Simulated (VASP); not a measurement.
# Ge2F3 (Fmmm) in VASP: single point with PBE

Aim: the single point of Ge2F3 with PBE.

Program: VASP 6.6.1. These are calculated values, not measurements. Logs are shortened: lines on timing, memory, paths and dates and some standing lists are left out, and cuts for length are marked.

## 1. The cell of the first run

It takes space group Fmmm (No. 69, orthorhombic). The conventional cell has a = 5.571 Å, b = 7.493 Å, c = 10.582 Å, α = 90.00°, β = 90.00°, γ = 90.00°. Within 2.9 Å of Ge (site symmetry m2m) lie 3 F at 2.09 to 2.13 Å and 2 Ge at 2.83 Å. F (site symmetry mm2) has 2 Ge at 2.09 Å and 1 F at 2.67 Å within 2.8 Å. Within 2.8 Å of F (site symmetry mmm) lie 2 Ge at 2.13 Å.

The cell was generated, and may not be a known phase.

## 2. Single point, PBE

The input, INCAR:

```
PREC = Accurate ; ENCUT = 520
EDIFF = 1E-7 ; ISMEAR = 0
SIGMA = 0.1 ; LREAL = F
LASPH = T ; NELM = 60
ALGO = Normal ; ISIF = 2
LWAVE = F ; LCHARG = F
GGA = PE ; NBANDS = 32
```

The input, KPOINTS:

```
regular mesh
0
Gamma
  10 10 10
```

The input, POSCAR:

```
Ge2F3
1.0
    0.0000000000      3.7467098596      5.2909559629
    2.7856412819      0.0000000000      5.2909559629
    2.7856412819      3.7467098596      0.0000000000
Ge F
2 3
Direct
    0.7844943351      0.2155056649      0.7844943351
    0.2155056649      0.7844943351      0.2155056649
    0.1259354664      0.1259354664      0.8740645336
    0.8740645336      0.8740645336      0.1259354664
    0.5000000000      0.5000000000      0.5000000000
```

Potentials or basis: VASP PAW PBE potentials, release 64 (Ge_d, F).

The run is started by

```console
$ cat potpaw_PBE.64/Ge_d/POTCAR potpaw_PBE.64/F/POTCAR > POTCAR
$ mpirun -np 1 vasp_std > vasp.out
```

OUTCAR:

```text
PREC = Accurate
   ENCUT = 520
   EDIFF = 1E-7
   ISMEAR = 0
   LREAL = F
   LASPH = T
   NELM = 60
   ISIF = 2
   GGA = PE

 ion  position               nearest neighbor table
   1  0.784  0.216  0.784-   3 2.09   4 2.09   5 2.13   2 2.83   2 2.83
   2  0.216  0.784  0.216-   3 2.09   4 2.09   5 2.13   1 2.83   1 2.83
   3  0.126  0.126  0.874-   1 2.09   2 2.09
   4  0.874  0.874  0.126-   1 2.09   2 2.09
   5  0.500  0.500  0.500-   1 2.13   2 2.13

  LATTYP: Found a face centered orthorhombic cell.
 ALAT       =     5.5712825638
 B/A-ratio  =     1.3450080181
 C/A-ratio  =     1.8993673009

  Lattice vectors:

 A1 = (   0.0000000000,   3.7467098596,   5.2909559629)
 A2 = (   2.7856412819,   0.0000000000,   5.2909559629)
 A3 = (   2.7856412819,   3.7467098596,   0.0000000000)

Analysis of symmetry for initial positions (statically):
=====================================================================
 Subroutine PRICEL returns:
 Original cell was already a primitive cell.

 Routine SETGRP: Setting up the symmetry group for a
 face centered orthorhombic supercell.

 Subroutine GETGRP returns: Found  8 space group operations
 (whereof  8 operations were pure point group operations)
 out of a pool of  8 trial point group operations.

The static configuration has the point symmetry D_2h.

Analysis of symmetry for dynamics (positions and initial velocities):
=====================================================================
 Subroutine PRICEL returns:
 Original cell was already a primitive cell.

 Routine SETGRP: Setting up the symmetry group for a
 face centered orthorhombic supercell.

 Subroutine GETGRP returns: Found  8 space group operations
 (whereof  8 operations were pure point group operations)
 out of a pool of  8 trial point group operations.

The dynamic configuration has the point symmetry D_2h.

 Subroutine INISYM returns: Found  8 space group operations
 (whereof  8 operations are pure point group operations),
 and found     1 'primitive' translations

----------------------------------------------------------------------------------------

                                     Primitive cell

  volume of cell :     110.4433

  direct lattice vectors                    reciprocal lattice vectors
     0.000000000  3.746709860  5.290955963    -0.179491883  0.133450419  0.094500881
     2.785641282  0.000000000  5.290955963     0.179491883 -0.133450419  0.094500881
     2.785641282  3.746709860  0.000000000     0.179491883  0.133450419 -0.094500881

  length of vectors
     6.483212921  5.979465892  4.668793433     0.242810146  0.242810146  0.242810146

  position of ions in fractional coordinates (direct lattice)
     0.784494335  0.215505665  0.784494335
     0.215505665  0.784494335  0.215505665
     0.125935466  0.125935466  0.874064534
     0.874064534  0.874064534  0.125935466
     0.500000000  0.500000000  0.500000000

  ion indices of the primitive-cell ions
   primitive index   ion index
                 1           1
                 2           2
                 3           3
                 4           4
                 5           5

----------------------------------------------------------------------------------------

 KPOINTS: regular mesh

Automatic generation of k-mesh.
 Grid dimensions read from file:
 generate k-points for:   10   10   10

 Generating k-lattice:

  Cartesian coordinates                     Fractional coordinates (reciprocal lattice)
    -0.017949188  0.013345042  0.009450088     0.100000000  0.000000000  0.000000000
     0.017949188 -0.013345042  0.009450088     0.000000000  0.100000000  0.000000000
     0.017949188  0.013345042 -0.009450088    -0.000000000 -0.000000000  0.100000000

  Length of vectors
     0.024281015  0.024281015  0.024281015

  Shift w.r.t. Gamma in fractional coordinates (k-lattice)
     0.000000000  0.000000000  0.000000000

 Subroutine IBZKPT returns following result:
 ===========================================

 Found    171 irreducible k-points:

 Following reciprocal coordinates:
            Coordinates               Weight
  0.000000  0.000000  0.000000      1.000000
  0.100000  0.000000  0.000000      8.000000
  0.200000  0.000000  0.000000      8.000000
  0.300000  0.000000  0.000000      8.000000
  0.400000 -0.000000  0.000000      8.000000
  0.500000  0.000000  0.000000      4.000000
[... 16 lines left out ...]
  0.300000  0.300000  0.000000      2.000000
  0.400000  0.300000  0.000000      8.000000
 [... further k-points ...]
   k-points           NKPTS =    171   k-points in BZ     NKDIM =    171   number of bands    NBANDS=     32
   number of dos      NEDOS =    301   number of ions     NIONS =      5
   total plane-waves  NPLWV =  82944
   dimension x,y,z NGX =    48 NGY =   48 NGZ =   36
   dimension x,y,z NGXF=    96 NGYF=   96 NGZF=   72
   ions per type =               2   3
   NGX,Y,Z   is equivalent  to a cutoff of  12.31, 13.35, 12.82 a.u.
   NGXF,Y,Z  is equivalent  to a cutoff of  24.62, 26.69, 25.64 a.u.
 SYSTEM =  unknown system
   PREC   = accura    normal or accurate (medium, high low for compatibility)
   ISTART =      0    job   : 0-new  1-cont  2-samecut
   ICHARG =      2    charge: 1-file 2-atom 10-const
   ISPIN  =      1    spin polarized calculation?
   LNONCOLLINEAR =      F non collinear calculations
   LSORBIT =      F    spin-orbit coupling
   LASPH  =      T    aspherical Exc in radial PAW
   ENCUT  =  520.0 eV  38.22 Ry    6.18 a.u.  12.05 11.12  8.68*2*pi/ulx,y,z
   NELM   =     60;   NELMIN=  2; NELMDL= -5     # of ELM steps
   EDIFF  = 0.1E-06   stopping-criterion for ELM
   LREAL  =      F    real-space projection
   EDIFFG = 0.1E-05   stopping-criterion for IOM
   NSW    =      0    number of steps for IOM
   IBRION =     -1    ionic relax: 0-MD 1-quasi-New 2-CG
   NFREE  =      0    steps in history (QN), initial steepest desc. (CG)
   ISIF   =      2    stress and relaxation
   ISYM   =      2    0-nonsym 1-usesym 2-fastsym
   POTIM  = 0.5000    time-step for ionic-motion
   TEBEG  =    0.0;   TEEND  =   0.0 temperature during run
   PSTRESS=    0.0 pullay stress
   NELECT =      49.0000    total number of electrons
   NUPDOWN=      -1.0000    fix difference up-down
   EMIN   =  10.00;   EMAX   =-10.00  energy-range for DOS
   EFERMI =   0.00;   METHOD = LEGACY
   ISMEAR =     0;   SIGMA  =   0.10  broadening in eV -4-tet -1-fermi 0-gaus
   EFERMI_NEDOS =   21; number of points for ismear=-14 and -15
   IALGO  =     38    algorithm
   IMIX   =      4    mixing-type and parameters
     AMIX     =   0.40;   BMIX     =  1.00
     AMIX_MAG =   1.60;   BMIX_MAG =  1.00
  volume/ion in A,a.u.               =      22.09       149.06
  Fermi-wavevector in a.u.,A,eV,Ry     =   1.248611  2.359532 21.211874  1.559029
  Thomas-Fermi vector in A             =   2.382689
   LORBIT       =      0    0 simple, 1 ext, 2 COOP (PROOUT), +10 PAW based schemes
   GGA     = PE    functional components
   LHFCALC =     F    Hartree Fock is set to
   AEXX    =    0.0000 exact exchange contribution
   IVDW    =     0    specifies the selected vdW correction
   LEPSILON=     F    determine dielectric tensor
   LRPA    =     F    only Hartree local field effects (RPA)
 non-spin polarized calculation
 Gauss-broadening in eV      SIGMA  =   0.10
  energy-cutoff  :      520.00
  volume of cell :      110.44
 maximum number of plane-waves:      3012
   NGX = 25   NGY = 23   NGZ = 17

 number of electron      48.9999989 magnetization

 Free energy of the ion-electron system (eV)
  ---------------------------------------------------
  ext. energy  EPLUGINS =         0.00000000
  ---------------------------------------------------
  free energy    TOTEN  =       -22.09693606 eV

  energy without entropy =      -22.09680205  energy(sigma->0) =      -22.09686905

 E-fermi :   0.9610     XC(G=0):  -7.6389

 val. band max:        0.8008195062   @ k =   0.5000  -0.1000   0.4000
 cond. band min:       1.0629304072   @ k =   0.5000   0.5000   0.0000
 fundamental gap:      0.2621109010
 Fermi energy:         0.9610229567

 k-point     1 :       0.0000    0.0000    0.0000
  band No.  band energies     occupation
      1     -24.6220      2.00000
      2     -24.5354      2.00000
      3     -24.4505      2.00000
      4     -24.4421      2.00000
      5     -24.4412      2.00000
      6     -24.3758      2.00000
[... 24 lines left out ...]
     31       7.4542      0.00000
     32       7.8770      0.00000

 k-point     2 :       0.1000    0.0000    0.0000
  band No.  band energies     occupation
      1     -24.6223      2.00000
      2     -24.5322      2.00000
      3     -24.4504      2.00000
      4     -24.4441      2.00000
      5     -24.4379      2.00000
      6     -24.3747      2.00000
[... 24 lines left out ...]
     31       7.3486      0.00000
     32       8.1514      0.00000

 k-point     3 :       0.2000    0.0000    0.0000
  band No.  band energies     occupation
      1     -24.6231      2.00000
      2     -24.5231      2.00000
      3     -24.4502      2.00000
      4     -24.4485      2.00000
      5     -24.4299      2.00000
      6     -24.3715      2.00000
[... 24 lines left out ...]
     31       7.0560      0.00000
     32       8.7772      0.00000

 k-point     4 :       0.3000    0.0000    0.0000
  band No.  band energies     occupation
      1     -24.6241      2.00000
      2     -24.5100      2.00000
      3     -24.4554      2.00000
      4     -24.4500      2.00000
      5     -24.4171      2.00000
      6     -24.3666      2.00000
[... 24 lines left out ...]
     31       7.0118      0.00000
     32       9.3115      0.00000

 k-point     5 :       0.4000   -0.0000    0.0000
  band No.  band energies     occupation
      1     -24.6249      2.00000
      2     -24.4959      2.00000
      3     -24.4645      2.00000
      4     -24.4498      2.00000
      5     -24.4017      2.00000
      6     -24.3604      2.00000
[... 584 lines left out ...]
     31       7.6685      0.00000
     32       9.1444      0.00000

 k-point    22 :      -0.2000    0.2000   -0.0000
  band No.  band energies     occupation
      1     -24.6249      2.00000
      2     -24.4959      2.00000
      3     -24.4645      2.00000
      4     -24.4498      2.00000
      5     -24.4018      2.00000
      6     -24.3604      2.00000
[... 24 lines left out ...]
     31       7.1278      0.00000
     32       9.3990      0.00000

 k-point    23 :       0.3000    0.3000    0.0000
  band No.  band energies     occupation
      1     -24.6222      2.00000
      2     -24.5352      2.00000
      3     -24.4505      2.00000
      4     -24.4421      2.00000
      5     -24.4408      2.00000
      6     -24.3758      2.00000
[... 24 lines left out ...]
     31       7.4579      0.00000
     32       8.5465      0.00000

 k-point    24 :       0.4000    0.3000    0.0000
  band No.  band energies     occupation
      1     -24.6226      2.00000
      2     -24.5320      2.00000
      3     -24.4504      2.00000
      4     -24.4441      2.00000
      5     -24.4375      2.00000
      6     -24.3747      2.00000
[... 24 lines left out ...]
     31       7.5889      0.00000
     32       8.9652      0.00000

 [... further k-points ...]
[... 5 lines left out ...]
  --------------------------------------------------------------------------------------
  -------------------------------------------------------------------------------------
  Total       -0.1330981      0.1618326      0.0054599      0.0000000      0.0000000      0.0000000
  in kB       -1.9308261      2.3476705      0.0792058      0.0000000      0.0000000      0.0000000
  external PRESSURE =       0.1653501 kB  Pullay stress =       0.0000000 kB

 VOLUME and BASIS-vectors are now :
 -----------------------------------------------------------------------------
  energy-cutoff  :      520.00
  volume of cell :      110.44
      direct lattice vectors                 reciprocal lattice vectors
     0.000000000  3.746709860  5.290955963    -0.179491883  0.133450419  0.094500881
     2.785641282  0.000000000  5.290955963     0.179491883 -0.133450419  0.094500881
     2.785641282  3.746709860  0.000000000     0.179491883  0.133450419 -0.094500881

 POSITION                                       TOTAL-FORCE (eV/Angst)
 -----------------------------------------------------------------------------------
      2.78564      5.87855      5.29096        -0.000000     -0.049258     -0.000000
      2.78564      1.61487      5.29096        -0.000000      0.049258     -0.000000
      2.78564      3.74671      1.33264        -0.000000      0.000000      0.046138
      2.78564      3.74671      9.24927        -0.000000      0.000000     -0.046138
      2.78564      3.74671      5.29096         0.000000     -0.000000      0.000000
 -----------------------------------------------------------------------------------
    total drift:                               -0.000000     -0.000000     -0.000000

  FREE ENERGIE OF THE ION-ELECTRON SYSTEM (eV)
  ---------------------------------------------------
  free  energy   TOTEN  =       -22.0969360601 eV

  energy  without entropy=      -22.0968020471  energy(sigma->0) =      -22.09686905
```

Wall time 8.8 min (1 thread of Intel Xeon Platinum 8559C (Emerald Rapids), shared host); peak memory 0.6 GiB.

What came out:

```yaml
Free_energy: -22.0969 eV
Pressure: 0.0 GPa
Largest_force: 0.049 eV/Å
Band_gap_on_the_k_mesh: zero (an odd number of electrons rules out a gap without spin polarisation)
```

Forces in eV/Å, atoms in the order of the input:
```
Ge   0.000 -0.049  0.000
Ge   0.000  0.049  0.000
F    0.000  0.000  0.046
F    0.000  0.000 -0.046
F    0.000  0.000  0.000
```

Caveat: an odd number of electrons without spin polarisation forces a metal; a magnetic or distorted state may lie lower.

The gap in the log of VASP goes by the Fermi energy; the results here count the filled bands.